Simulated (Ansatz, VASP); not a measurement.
## One calculation of Hg, two programs

INCAR

```
SYSTEM = Hg
PREC = Accurate
ENCUT = 400
EDIFF = 1E-8
ISMEAR = 0
SIGMA = 0.1
LREAL = .False.
LASPH = .True.
NELM = 120
ALGO = Normal
ISIF = 2
LWAVE = .False.
LCHARG = .False.
GGA = PE
LEFG = .True.
NBANDS = 12
GGA_COMPAT = .False.
```

File KPOINTS:

```
regular mesh
0
Gamma
  8 8 8
  0 0 0
```

File POSCAR:

```
Hg
1.0
    0.0000000000      2.3919113801      2.3919113801
    2.3919113801      0.0000000000      2.3919113801
    2.3919113801      2.3919113801      0.0000000000
Hg
1
Direct
    0.0000000000      0.0000000000      0.0000000000
```

Input for Ansatz:

```yaml
crystal:
  lattice:
    - [0.0, 2.3919113801, 2.3919113801]
    - [2.3919113801, 0.0, 2.3919113801]
    - [2.3919113801, 2.3919113801, 0.0]
  atoms:
    - { symbol: Hg, position: [0.0, 0.0, 0.0] }
basis:
  ecutwfc: 420
kpoints:
  mp_grid: { grid: [8, 8, 8] }
hamiltonian:
  xc: pbe
scf:
  occupations: { method: gaussian, width: 0.1 }
  self_checks: high
  max_iter: 55
output:
  forces: true
  stress: true
  eigenvalues: true
  efg: {}
```

Alike in both runs: task electric field gradients; functional PBE; k mesh 8 × 8 × 8; occupations gaussian, width 0.1 eV; no spin polarisation.

|  | VASP | Ansatz |
| --- | --- | --- |
| version | VASP 6.6.1 | Ansatz 0.2.0 |
| potentials or method | VASP PAW PBE potentials, release 64 (Hg), cutoff 400 eV | scalar-relativistic, plane waves, PAW |
| valence electrons in the cell | 12 | 20 |

|  | VASP | Ansatz | Ansatz less VASP |
| --- | --- | --- | --- |
| gap on the k mesh at the Fermi level (eV) | none | none | - |
| pressure (GPa) | 1.9 | 1.8 | -0.12 |

A gap of «none» marks a metal or a gap that the smearing closes. VASP's potentials hold 12 valence electrons a cell and Ansatz's 20, so a difference there can come from the potentials and not from the codes.

Neither program's run includes spin-orbit coupling.
